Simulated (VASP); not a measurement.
**SnTe: single point with LDA**

SnTe:

```
Sn Te
1.0
     4.19755    0.00000    0.00000
     0.00000    3.90470    0.00000
     0.00000    0.00000    3.90470
Sn Te
1 1
Direct
  0.00000 0.00000 0.00000
  0.50000 0.50000 0.50000
```

This cell differs from its parent crystal: strain +0.0750 x Voigt [1, 0, 0, 0, 0, 0].

```yaml
Program: VASP 6.6.1
Task: single point
Functional: LDA
Potentials_or_basis: VASP PAW LDA potentials, release 64 (Sn_d, Te)
Cutoff: 520 eV
k_mesh: 12 × 12 × 12
Occupations: gaussian, width 0.15 eV
Spin: no spin polarisation
Dipole_correction: no
Further_INCAR_settings: ALGO = Normal; EDIFF = 1e-07; NBANDS = 17
```

The pressure is -6.1 GPa. The band gap on the k mesh is zero (bands 10 and 11 overlap by 1.68 eV).

Stress tensor (GPa, compression positive):
```
-7.55  0.00  0.00
 0.00 -5.44  0.00
 0.00  0.00 -5.44
```

Levels at points of the mesh, in eV from the Fermi level:
```tsv
k point	band 7	band 8	band 9	band 10	band 11	band 12	band 13	band 14
(0.00, 0.00, 0.00)	-5.71	-2.17	-1.24	-1.24	3.61	4.02	4.63	4.84
(0.50, 0.00, 0.00)	-8.09	-0.08	-0.08	0.07	0.39	2.21	2.21	5.57
(0.00, 0.50, 0.00)	-7.78	-0.64	-0.51	-0.23	0.11	1.48	2.49	5.60
(0.50, 0.50, 0.00)	-6.52	-4.43	-4.35	0.45	3.30	3.59	3.84	6.07
(0.00, 0.50, 0.50)	-6.16	-4.25	-4.25	-0.07	2.64	2.90	2.90	5.41
(0.50, 0.50, 0.50)	-5.46	-2.67	-2.67	-2.34	-1.23	-1.23	-0.87	11.93
```

It took 73 s on 1 thread of AMD EPYC 9R45 96-Core Processor (Zen 5), on a shared host, peak memory 0.29 GiB.

Caveat: the cell differs from its parent crystal (strain +0.0750 x Voigt [1, 0, 0, 0, 0, 0]); the cell stands under tension; spin-orbit coupling is left out, which moves the levels of the heavy elements.
